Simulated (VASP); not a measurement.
# Zr2N (P4/mmm) in VASP: single point with r2SCAN

Aim: the single point of Zr2N with r2SCAN.

Program: VASP 6.6.1. These are calculated values, not measurements. Logs are shortened: lines on timing, memory, paths and dates and some standing lists are left out, and cuts for length are marked.

## Step 1: The cell of the first run

It takes space group P4/mmm (No. 123, tetragonal). The conventional cell has a = 3.267 Å, b = 3.267 Å, c = 4.504 Å, α = 90.00°, β = 90.00°, γ = 90.00°. Zr (site symmetry 4/mmm) has 2 N at 2.25 Å within 3.0 Å. Zr (site symmetry 4/mmm) has 4 N at 2.31 Å within 3.1 Å. Within 3.0 Å of N (site symmetry 4/mmm) lie 6 Zr at 2.25 to 2.31 Å.

## Step 2: Single point, r2SCAN

POSCAR

```
Zr2N
1.0
    3.2673017000      0.0000000000      0.0000000000
    0.0000000000      3.2673017000      0.0000000000
    0.0000000000      0.0000000000      4.5042576000
Zr N
2 1
Direct
    0.5000000000      0.5000000000      0.0000000000
    0.0000000000      0.0000000000      0.5000000000
    0.5000000000      0.5000000000      0.5000000000
```

INCAR.step1

```
PREC     = Accurate       # precision mode
ENCUT    = 660            # plane-wave cutoff, eV
ISMEAR   = 0              # smearing method
SIGMA    = 0.1            # smearing width, eV
LREAL    = F              # projectors in reciprocal space
LASPH    = T              # aspherical terms in the spheres
NELM     = 120            # most SCF steps
NBANDS   = 22             # bands
GGA      = PE             # functional
ALGO     = Normal         # electronic algorithm
EDIFF    = 1E-5           # SCF threshold, eV
LWAVE    = T              # write WAVECAR
LCHARG   = F              # write CHGCAR
GGA_COMPAT= F
```

INCAR.step2

```
PREC     = Accurate       # precision mode
ENCUT    = 660            # plane-wave cutoff, eV
EDIFF    = 1E-6           # SCF threshold, eV
ISMEAR   = 0              # smearing method
SIGMA    = 0.1            # smearing width, eV
LREAL    = F              # projectors in reciprocal space
LASPH    = T              # aspherical terms in the spheres
NELM     = 120            # most SCF steps
ALGO     = Normal         # electronic algorithm
ISIF     = 2              # what is computed and relaxed
LWAVE    = F              # write WAVECAR
LCHARG   = F              # write CHGCAR
METAGGA  = R2SCAN         # meta-GGA
LMIXTAU  = T            
NBANDS   = 22             # bands
ISTART   = 1            
GGA_COMPAT= F
```

KPOINTS

```
Automatic mesh
0
Gamma
  14 14 10
```

Potentials or basis: VASP PAW PBE potentials, release 64 (Zr_sv, N).

Command:

```sh
cat potpaw_PBE.64/Zr_sv/POTCAR potpaw_PBE.64/N/POTCAR > POTCAR
cp INCAR.step1 INCAR
mpirun -np 1 vasp_std > vasp.out
cp INCAR.step2 INCAR
mpirun -np 1 vasp_std > vasp.out
```

OUTCAR:

```text
PREC = Accurate
   ENCUT = 660
   EDIFF = 1E-6
   ISMEAR = 0
   LREAL = F
   LASPH = T
   NELM = 120
   ISIF = 2
   METAGGA = R2SCAN
   ISTART = 1

 ion  position               nearest neighbor table
   1  0.500  0.500  0.000-   3 2.25   3 2.25   2 3.23   2 3.23   2 3.23   2 3.23   2 3.23   2 3.23
                             2 3.23   2 3.23
   2  0.000  0.000  0.500-   3 2.31   3 2.31   3 2.31   3 2.31   1 3.23   1 3.23   1 3.23   1 3.23
                             1 3.23   1 3.23   1 3.23   1 3.23
   3  0.500  0.500  0.500-   1 2.25   1 2.25   2 2.31   2 2.31   2 2.31   2 2.31

  LATTYP: Found a simple tetragonal cell.
 ALAT       =     3.2673017000
 C/A-ratio  =     1.3785863730

  Lattice vectors:

 A1 = (   3.2673017000,   0.0000000000,   0.0000000000)
 A2 = (   0.0000000000,   3.2673017000,   0.0000000000)
 A3 = (   0.0000000000,   0.0000000000,   4.5042576000)

Analysis of symmetry for initial positions (statically):
=====================================================================
 Subroutine PRICEL returns:
 Original cell was already a primitive cell.

 Routine SETGRP: Setting up the symmetry group for a
 simple tetragonal supercell.

 Subroutine GETGRP returns: Found 16 space group operations
 (whereof 16 operations were pure point group operations)
 out of a pool of 16 trial point group operations.

The static configuration has the point symmetry D_4h.

Analysis of symmetry for dynamics (positions and initial velocities):
=====================================================================
 Subroutine PRICEL returns:
 Original cell was already a primitive cell.

 Routine SETGRP: Setting up the symmetry group for a
 simple tetragonal supercell.

 Subroutine GETGRP returns: Found 16 space group operations
 (whereof 16 operations were pure point group operations)
 out of a pool of 16 trial point group operations.

The dynamic configuration has the point symmetry D_4h.

 Subroutine INISYM returns: Found 16 space group operations
 (whereof 16 operations are pure point group operations),
 and found     1 'primitive' translations

----------------------------------------------------------------------------------------

                                     Primitive cell

  volume of cell :      48.0841

  direct lattice vectors                    reciprocal lattice vectors
     3.267301700  0.000000000  0.000000000     0.306062951  0.000000000  0.000000000
[... 82 lines left out ...]
   ISPIN  =      1    spin polarized calculation?
   LNONCOLLINEAR =      F non collinear calculations
   LSORBIT =      F    spin-orbit coupling
   LASPH  =      T    aspherical Exc in radial PAW
   ENCUT  =  660.0 eV  48.51 Ry    6.96 a.u.   6.84  6.84  9.44*2*pi/ulx,y,z
   NELM   =    120;   NELMIN=  2; NELMDL=  0     # of ELM steps
   EDIFF  = 0.1E-05   stopping-criterion for ELM
   LREAL  =      F    real-space projection
   EDIFFG = 0.1E-04   stopping-criterion for IOM
   NSW    =      0    number of steps for IOM
   IBRION =     -1    ionic relax: 0-MD 1-quasi-New 2-CG
   NFREE  =      0    steps in history (QN), initial steepest desc. (CG)
   ISIF   =      2    stress and relaxation
   ISYM   =      2    0-nonsym 1-usesym 2-fastsym
   POTIM  = 0.5000    time-step for ionic-motion
   TEBEG  =    0.0;   TEEND  =   0.0 temperature during run
   PSTRESS=    0.0 pullay stress
   NELECT =      29.0000    total number of electrons
   NUPDOWN=      -1.0000    fix difference up-down
   EMIN   =  10.00;   EMAX   =-10.00  energy-range for DOS
   EFERMI =   0.00;   METHOD = LEGACY
   ISMEAR =     0;   SIGMA  =   0.10  broadening in eV -4-tet -1-fermi 0-gaus
   EFERMI_NEDOS =   21; number of points for ismear=-14 and -15
   IALGO  =     38    algorithm
   IMIX   =      4    mixing-type and parameters
     AMIX     =   0.40;   BMIX     =  1.00
     AMIX_MAG =   1.60;   BMIX_MAG =  1.00
  volume/ion in A,a.u.               =      16.03       108.16
  Fermi-wavevector in a.u.,A,eV,Ry     =   1.383164  2.613800 26.029877  1.913142
  Thomas-Fermi vector in A             =   2.507787
   LORBIT       =      0    0 simple, 1 ext, 2 COOP (PROOUT), +10 PAW based schemes
   METAGGA = R2SCAN    functional components
   LHFCALC =     F    Hartree Fock is set to
   AEXX    =    0.0000 exact exchange contribution
   IVDW    =     0    specifies the selected vdW correction
   LEPSILON=     F    determine dielectric tensor
   LRPA    =     F    only Hartree local field effects (RPA)
 non-spin polarized calculation
 Gauss-broadening in eV      SIGMA  =   0.10
  energy-cutoff  :      660.00
  volume of cell :       48.08
 maximum number of plane-waves:      1880
 NGX is ok and might be reduce to    28
   NGX = 13   NGY = 13   NGZ = 19

 number of electron      29.0000002 magnetization

 Free energy of the ion-electron system (eV)
  ---------------------------------------------------
  ext. energy  EPLUGINS =         0.00000000
  ---------------------------------------------------
  free energy    TOTEN  =       -58.61015841 eV

  energy without entropy =      -58.60264710  energy(sigma->0) =      -58.60640276

 E-fermi :   9.9650     XC(G=0): -12.5948

 val. band max:        9.9646398197   @ k =   0.2143   0.0714   0.0000
 cond. band min:       9.9688149608   @ k =   0.3571   0.0000   0.5000
 fundamental gap:      0.0041751412
 Fermi energy:         9.9650457041

 k-point     1 :       0.0000    0.0000    0.0000
  band No.  band energies     occupation
      1     -40.7215      2.00000
      2     -40.2214      2.00000
      3     -18.3552      2.00000
      4     -17.9727      2.00000
      5     -17.9727      2.00000
      6     -17.4171      2.00000
[... 589 lines left out ...]
     21      15.3525      0.00000
     22      15.7605      0.00000

 [... further k-points ...]
[... 5 lines left out ...]
  --------------------------------------------------------------------------------------
  -------------------------------------------------------------------------------------
  Total        0.0437019      0.0437019     -0.3469610      0.0000000      0.0000000     -0.0000000
  in kB        1.4561608      1.4561608    -11.5608451      0.0000000      0.0000000     -0.0000000
  external PRESSURE =      -2.8828412 kB  Pullay stress =       0.0000000 kB

 VOLUME and BASIS-vectors are now :
 -----------------------------------------------------------------------------
  energy-cutoff  :      660.00
  volume of cell :       48.08
      direct lattice vectors                 reciprocal lattice vectors
     3.267301700  0.000000000  0.000000000     0.306062951  0.000000000  0.000000000
     0.000000000  3.267301700  0.000000000     0.000000000  0.306062951  0.000000000
     0.000000000  0.000000000  4.504257600     0.000000000  0.000000000  0.222012169

 POSITION                                       TOTAL-FORCE (eV/Angst)
 -----------------------------------------------------------------------------------
      1.63365      1.63365      0.00000         0.000000      0.000000      0.000000
      0.00000      0.00000      2.25213         0.000000      0.000000      0.000000
      1.63365      1.63365      2.25213         0.000000      0.000000      0.000000
 -----------------------------------------------------------------------------------
    total drift:                                0.000000      0.000000      0.000000

  FREE ENERGIE OF THE ION-ELECTRON SYSTEM (eV)
  ---------------------------------------------------
  free  energy   TOTEN  =       -58.6101584115 eV

  energy  without entropy=      -58.6026471011  energy(sigma->0) =      -58.60640276
```

OSZICAR.step1:

```text
N       E                     dE             d eps       ncg     rms          rms(c)
DAV:   1     0.300102427258E+03    0.30010E+03   -0.17681E+04  9504   0.156E+03
DAV:   2    -0.927795940107E+01   -0.30938E+03   -0.29707E+03 10916   0.429E+02
DAV:   3    -0.320321038965E+02   -0.22754E+02   -0.22418E+02 16586   0.100E+02
DAV:   4    -0.329578404901E+02   -0.92574E+00   -0.92208E+00 12174   0.180E+01
DAV:   5    -0.329864700332E+02   -0.28630E-01   -0.28625E-01 14140   0.240E+00    0.232E+01
DAV:   6    -0.291827227862E+02    0.38037E+01   -0.22987E+01 12140   0.250E+01    0.951E+00
DAV:   7    -0.289616363806E+02    0.22109E+00   -0.17528E+00 12862   0.747E+00    0.587E+00
DAV:   8    -0.289291987183E+02    0.32438E-01   -0.27893E-01 11578   0.391E+00    0.773E-01
DAV:   9    -0.289272844731E+02    0.19142E-02   -0.31530E-02 13930   0.139E+00    0.472E-01
DAV:  10    -0.289277520045E+02   -0.46753E-03   -0.45878E-03 12092   0.604E-01    0.224E-01
DAV:  11    -0.289278540076E+02   -0.10200E-03   -0.64955E-04 12980   0.221E-01    0.469E-02
DAV:  12    -0.289278396282E+02    0.14379E-04   -0.21437E-05  9542   0.374E-02    0.228E-02
DAV:  13    -0.289278398326E+02   -0.20444E-06   -0.46083E-06  6198   0.177E-02
   1 F= -.28927840E+02 E0= -.28923482E+02  d E =-.871646E-02
```

Run time: 8.3 min. Hardware: 1 thread of Intel Xeon Platinum 8488C (Sapphire Rapids), shared host; peak memory 0.4 GiB.

What came out:

| Quantity | Value |
| --- | --- |
| Free energy | -58.6102 eV |
| Pressure | -0.3 GPa |
| Band gap on the k mesh | zero (an odd number of electrons rules out a gap without spin polarisation) |

Levels at points of the mesh, in eV from the Fermi level:
```csv
k point,band 13,band 14,band 15,band 16,band 17,band 18
"(0.00, 0.00, 0.00)",-2.61,-2.57,0.75,0.75,0.97,2.71
"(0.50, 0.00, 0.00)",-1.28,-1.23,-0.46,2.25,2.53,2.83
"(0.50, 0.50, 0.00)",-2.60,-2.42,-2.42,4.53,4.89,5.14
"(0.00, 0.00, 0.50)",-3.08,-1.43,-0.91,0.93,2.18,2.18
"(0.50, 0.00, 0.50)",-1.73,-0.20,0.75,0.75,3.84,4.15
"(0.50, 0.50, 0.50)",-1.62,-0.81,-0.81,2.38,2.52,2.52
```

Caveat: the PAW data sets were made with another functional, which shifts forces and pressure a little.
